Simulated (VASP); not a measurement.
# SiC (rocksalt type) (Fm-3m) in VASP: further runs

Runs on SiC (rocksalt type). Level: PBE. Tasks: single point, relaxation of cell and atoms.

Program: VASP 6.6.1. These are calculated values, not measurements. Logs are shortened: lines on timing, memory, paths and dates and some standing lists are left out, and cuts for length are marked.

## (1) The cell of the first run

It takes space group Fm-3m (No. 225, cubic). Conventional cell: a = 4.032 Å, b = 4.032 Å, c = 4.032 Å, α = 90.00°, β = 90.00°, γ = 90.00°. Within 2.7 Å of Si (site symmetry m-3m) lie 6 C at 2.02 Å. C (site symmetry m-3m) has 6 Si at 2.02 Å within 2.7 Å.

## (2) Single point, PBE (volume scaled by 0.98)

INCAR

```
SYSTEM = SiC
PREC = Accurate ; ENCUT = 520
EDIFF = 1E-6 ; ISMEAR = -1
SIGMA = 0.05 ; LREAL = .FALSE.
LASPH = .TRUE. ; NELM = 100
ALGO = Normal ; ISIF = 2
LWAVE = .FALSE. ; LCHARG = .FALSE.
GGA = PE ; NBANDS = 11
```

KPOINTS

```
regular mesh
0
G
  13 13 13
  0 0 0
```

POSCAR

```
SiC
1.0
    0.0000000000      2.0160462829      2.0160462829
    2.0160462829      0.0000000000      2.0160462829
    2.0160462829      2.0160462829      0.0000000000
Si C
1 1
Direct
    0.0000000000      0.0000000000      0.0000000000
    0.5000000000      0.5000000000      0.5000000000
```

Potentials or basis: VASP PAW PBE potentials, release 64 (Si, C).

On the command line:

```sh
$ cat potpaw_PBE.64/Si/POTCAR potpaw_PBE.64/C/POTCAR > POTCAR
$ mpirun -np 1 vasp_std > vasp.out
```

OUTCAR:

```text
SYSTEM = SiC
   PREC = Accurate
   ENCUT = 520
   EDIFF = 1E-6
   ISMEAR = -1
   LREAL = .FALSE.
   LASPH = .TRUE.
   NELM = 100
   ISIF = 2
   GGA = PE

 ion  position               nearest neighbor table
   1  0.000  0.000  0.000-   2 2.02   2 2.02   2 2.02   2 2.02   2 2.02   2 2.02
   2  0.500  0.500  0.500-   1 2.02   1 2.02   1 2.02   1 2.02   1 2.02   1 2.02

  LATTYP: Found a face centered cubic cell.
 ALAT       =     4.0320925658

  Lattice vectors:

 A1 = (   0.0000000000,   2.0160462829,   2.0160462829)
 A2 = (   2.0160462829,   0.0000000000,   2.0160462829)
 A3 = (   2.0160462829,   2.0160462829,   0.0000000000)

Analysis of symmetry for initial positions (statically):
=====================================================================
 Subroutine PRICEL returns:
 Original cell was already a primitive cell.

 Routine SETGRP: Setting up the symmetry group for a
 face centered cubic supercell.

 Subroutine GETGRP returns: Found 48 space group operations
 (whereof 48 operations were pure point group operations)
 out of a pool of 48 trial point group operations.

The static configuration has the point symmetry O_h .

Analysis of symmetry for dynamics (positions and initial velocities):
=====================================================================
 Subroutine PRICEL returns:
 Original cell was already a primitive cell.

 Routine SETGRP: Setting up the symmetry group for a
 face centered cubic supercell.

 Subroutine GETGRP returns: Found 48 space group operations
 (whereof 48 operations were pure point group operations)
 out of a pool of 48 trial point group operations.

The dynamic configuration has the point symmetry O_h .

 Subroutine INISYM returns: Found 48 space group operations
 (whereof 48 operations are pure point group operations),
 and found     1 'primitive' translations

----------------------------------------------------------------------------------------

                                     Primitive cell

  volume of cell :      16.3882

  direct lattice vectors                    reciprocal lattice vectors
     0.000000000  2.016046283  2.016046283    -0.248010179  0.248010179  0.248010179
     2.016046283  0.000000000  2.016046283     0.248010179 -0.248010179  0.248010179
     2.016046283  2.016046283  0.000000000     0.248010179  0.248010179 -0.248010179

  length of vectors
     2.851119996  2.851119996  2.851119996     0.429566231  0.429566231  0.429566231

  position of ions in fractional coordinates (direct lattice)
     0.000000000  0.000000000  0.000000000
     0.500000000  0.500000000  0.500000000

  ion indices of the primitive-cell ions
   primitive index   ion index
                 1           1
                 2           2

----------------------------------------------------------------------------------------

 KPOINTS: regular mesh

Automatic generation of k-mesh.
 Grid dimensions read from file:
 generate k-points for:   13   13   13

 Generating k-lattice:

  Cartesian coordinates                     Fractional coordinates (reciprocal lattice)
    -0.019077706  0.019077706  0.019077706     0.076923077  0.000000000  0.000000000
     0.019077706 -0.019077706  0.019077706     0.000000000  0.076923077  0.000000000
     0.019077706  0.019077706 -0.019077706     0.000000000  0.000000000  0.076923077

  Length of vectors
     0.033043556  0.033043556  0.033043556

  Shift w.r.t. Gamma in fractional coordinates (k-lattice)
     0.000000000  0.000000000  0.000000000

 Subroutine IBZKPT returns following result:
 ===========================================

 Found     84 irreducible k-points:

 Following reciprocal coordinates:
            Coordinates               Weight
  0.000000  0.000000  0.000000      1.000000
  0.076923  0.000000  0.000000      8.000000
  0.153846  0.000000  0.000000      8.000000
  0.230769  0.000000  0.000000      8.000000
  0.307692  0.000000  0.000000      8.000000
  0.384615  0.000000  0.000000      8.000000
[... 16 lines left out ...]
  0.384615  0.153846  0.000000     24.000000
  0.461538  0.153846  0.000000     24.000000
 [... further k-points ...]
   k-points           NKPTS =     84   k-points in BZ     NKDIM =     84   number of bands    NBANDS=     11
   number of dos      NEDOS =    301   number of ions     NIONS =      2
   total plane-waves  NPLWV =  13824
   dimension x,y,z NGX =    24 NGY =   24 NGZ =   24
   dimension x,y,z NGXF=    48 NGYF=   48 NGZF=   48
   ions per type =               1   1
   NGX,Y,Z   is equivalent  to a cutoff of  13.99, 13.99, 13.99 a.u.
   NGXF,Y,Z  is equivalent  to a cutoff of  27.99, 27.99, 27.99 a.u.
 SYSTEM =  SiC
   PREC   = accura    normal or accurate (medium, high low for compatibility)
   ISTART =      0    job   : 0-new  1-cont  2-samecut
   ICHARG =      2    charge: 1-file 2-atom 10-const
   ISPIN  =      1    spin polarized calculation?
   LNONCOLLINEAR =      F non collinear calculations
   LSORBIT =      F    spin-orbit coupling
   LASPH  =      T    aspherical Exc in radial PAW
   ENCUT  =  520.0 eV  38.22 Ry    6.18 a.u.   5.30  5.30  5.30*2*pi/ulx,y,z
   NELM   =    100;   NELMIN=  2; NELMDL= -5     # of ELM steps
   EDIFF  = 0.1E-05   stopping-criterion for ELM
   LREAL  =      F    real-space projection
   EDIFFG = 0.1E-04   stopping-criterion for IOM
   NSW    =      0    number of steps for IOM
   IBRION =     -1    ionic relax: 0-MD 1-quasi-New 2-CG
   NFREE  =      0    steps in history (QN), initial steepest desc. (CG)
   ISIF   =      2    stress and relaxation
   ISYM   =      2    0-nonsym 1-usesym 2-fastsym
   POTIM  = 0.5000    time-step for ionic-motion
   TEBEG  =    0.0;   TEEND  =   0.0 temperature during run
   PSTRESS=    0.0 pullay stress
   NELECT =       8.0000    total number of electrons
   NUPDOWN=      -1.0000    fix difference up-down
   EMIN   =  10.00;   EMAX   =-10.00  energy-range for DOS
   EFERMI =   0.00;   METHOD = LEGACY
   ISMEAR =    -1;   SIGMA  =   0.05  broadening in eV -4-tet -1-fermi 0-gaus
   EFERMI_NEDOS =   21; number of points for ismear=-14 and -15
   IALGO  =     38    algorithm
   IMIX   =      4    mixing-type and parameters
     AMIX     =   0.40;   BMIX     =  1.00
     AMIX_MAG =   1.60;   BMIX_MAG =  1.00
  volume/ion in A,a.u.               =       8.19        55.30
  Fermi-wavevector in a.u.,A,eV,Ry     =   1.289024  2.435902 22.607207  1.661583
  Thomas-Fermi vector in A             =   2.420942
   LORBIT       =      0    0 simple, 1 ext, 2 COOP (PROOUT), +10 PAW based schemes
   GGA     = PE    functional components
   LHFCALC =     F    Hartree Fock is set to
   AEXX    =    0.0000 exact exchange contribution
   IVDW    =     0    specifies the selected vdW correction
   LEPSILON=     F    determine dielectric tensor
   LRPA    =     F    only Hartree local field effects (RPA)
 non-spin polarized calculation
  energy-cutoff  :      520.00
  volume of cell :       16.39
 maximum number of plane-waves:       459
 NGX is ok and might be reduce to    24
   NGX = 11   NGY = 11   NGZ = 11

 number of electron       8.0000000 magnetization

 Free energy of the ion-electron system (eV)
  ---------------------------------------------------
  ext. energy  EPLUGINS =         0.00000000
  ---------------------------------------------------
  free energy    TOTEN  =       -13.57219919 eV

  energy without entropy =      -13.56950279  energy(sigma->0) =      -13.57085099

 E-fermi :  12.5506     XC(G=0): -12.7531

 val. band max:       12.5320482093   @ k =   0.4615   0.3846   0.0000
 cond. band min:      12.5812435645   @ k =  -0.1538   0.0769   0.0000
 fundamental gap:      0.0491953552
 Fermi energy:        12.5506010733

 k-point     1 :       0.0000    0.0000    0.0000
  band No.  band energies     occupation
      1      -6.0212      2.00000
      2      12.5915      0.61251
      3      12.5915      0.61251
      4      12.5915      0.61251
      5      20.2837      0.00000
      6      21.5405      0.00000
      7      21.5405      0.00000
      8      21.5405      0.00000
      9      25.4607      0.00000
     10      25.4607      0.00000
     11      25.4607      0.00000

 k-point     2 :       0.0769    0.0000    0.0000
  band No.  band energies     occupation
      1      -5.8760      2.00000
      2      11.7943      2.00000
      3      12.4992      1.47274
      4      12.4992      1.47273
      5      20.4556      0.00000
      6      21.4411      0.00000
      7      21.7824      0.00000
      8      21.7824      0.00000
      9      23.9809      0.00000
     10      23.9809      0.00000
     11      25.3403      0.00000

 k-point     3 :       0.1538    0.0000    0.0000
  band No.  band energies     occupation
      1      -5.4419      2.00000
      2       9.9196      2.00000
      3      12.2700      1.99272
      4      12.2700      1.99272
      5      19.9875      0.00000
      6      21.5710      0.00000
      7      21.5710      0.00000
      8      22.2485      0.00000
      9      23.3868      0.00000
     10      23.3868      0.00000
     11      24.9367      0.00000

 k-point     4 :       0.2308    0.0000    0.0000
  band No.  band energies     occupation
      1      -4.7237      2.00000
      2       7.6539      2.00000
      3      11.9990      1.99997
      4      11.9990      1.99997
      5      19.3872      0.00000
      6      20.2839      0.00000
      7      20.2839      0.00000
      8      23.1821      0.00000
      9      24.6681      0.00000
     10      24.6681      0.00000
     11      24.6935      0.00000

 k-point     5 :       0.3077    0.0000    0.0000
  band No.  band energies     occupation
      1      -3.7315      2.00000
      2       5.3501      2.00000
      3      11.7627      2.00000
      4      11.7627      2.00000
      5      18.9586      0.00000
      6      19.1560      0.00000
      7      19.1560      0.00000
      8      23.0777      0.00000
      9      25.5331      0.00000
     10      26.5041      0.00000
     11      26.5041      0.00000
[... 211 lines left out ...]
 k-point    21 :       0.2308    0.1538    0.0000
  band No.  band energies     occupation
      1      -4.7235      2.00000
      2       9.3190      2.00000
      3      10.6986      2.00000
      4      11.2074      2.00000
      5      17.4516      0.00000
      6      18.7381      0.00000
      7      22.4432      0.00000
      8      23.5384      0.00000
      9      24.5127      0.00000
     10      26.9288      0.00000
     11      27.4469      0.00000

 k-point    22 :       0.3077    0.1538    0.0000
  band No.  band energies     occupation
      1      -3.9180      2.00000
      2       7.1891      2.00000
      3      10.3774      2.00000
      4      10.8312      2.00000
      5      16.5039      0.00000
      6      19.3085      0.00000
      7      22.4423      0.00000
      8      22.5054      0.00000
      9      25.2491      0.00000
     10      27.9584      0.00000
     11      28.2947      0.00000

 k-point    23 :       0.3846    0.1538    0.0000
  band No.  band energies     occupation
      1      -2.8482      2.00000
      2       5.0122      2.00000
      3      10.2288      2.00000
      4      10.2480      2.00000
      5      15.9768      0.00000
      6      20.1045      0.00000
      7      21.2673      0.00000
      8      23.0068      0.00000
      9      25.3704      0.00000
     10      28.7916      0.00000
     11      30.0545      0.00000

 k-point    24 :       0.4615    0.1538    0.0000
  band No.  band energies     occupation
      1      -1.5601      2.00000
      2       2.9844      2.00000
      3       9.6077      2.00000
      4      10.3223      2.00000
      5      15.8470      0.00000
      6      20.2845      0.00000
      7      20.4905      0.00000
      8      24.3132      0.00000
      9      25.2910      0.00000
     10      29.3647      0.00000
     11      31.2726      0.00000

 [... further k-points ...]

------------------------ aborting loop because EDIFF is reached ----------------------------------------

  FORCE on cell =-STRESS in cart. coord.  units (eV):
  Direction    XX          YY          ZZ          XY          YZ          ZX
  --------------------------------------------------------------------------------------
  -------------------------------------------------------------------------------------
  Total        0.5358800      0.5358800      0.5358800     -0.0000000     -0.0000000     -0.0000000
  in kB       52.3897920     52.3897920     52.3897920     -0.0000000     -0.0000000     -0.0000000
  external PRESSURE =      52.3897920 kB  Pullay stress =       0.0000000 kB

 VOLUME and BASIS-vectors are now :
 -----------------------------------------------------------------------------
  energy-cutoff  :      520.00
  volume of cell :       16.39
      direct lattice vectors                 reciprocal lattice vectors
     0.000000000  2.016046283  2.016046283    -0.248010179  0.248010179  0.248010179
     2.016046283  0.000000000  2.016046283     0.248010179 -0.248010179  0.248010179
     2.016046283  2.016046283  0.000000000     0.248010179  0.248010179 -0.248010179

 POSITION                                       TOTAL-FORCE (eV/Angst)
 -----------------------------------------------------------------------------------
      0.00000      0.00000      0.00000         0.000000     -0.000000      0.000000
      2.01605      2.01605      2.01605        -0.000000      0.000000     -0.000000
 -----------------------------------------------------------------------------------
    total drift:                               -0.000000     -0.000000      0.000000

  FREE ENERGIE OF THE ION-ELECTRON SYSTEM (eV)
  ---------------------------------------------------
  free  energy   TOTEN  =       -13.5721991897 eV

  energy  without entropy=      -13.5695027862  energy(sigma->0) =      -13.57085099
```

Wall time 36 s (1 thread of AMD EPYC 7R13, shared host); peak memory 0.11 GiB.

What came out:

```
Free energy            : -13.5722 eV
Pressure               : 5.2 GPa
Band gap on the k mesh : zero (band 4 reaches 12.66 eV, above the bottom of band 5 at 11.81 eV)
```

[end of part 1 of 2]
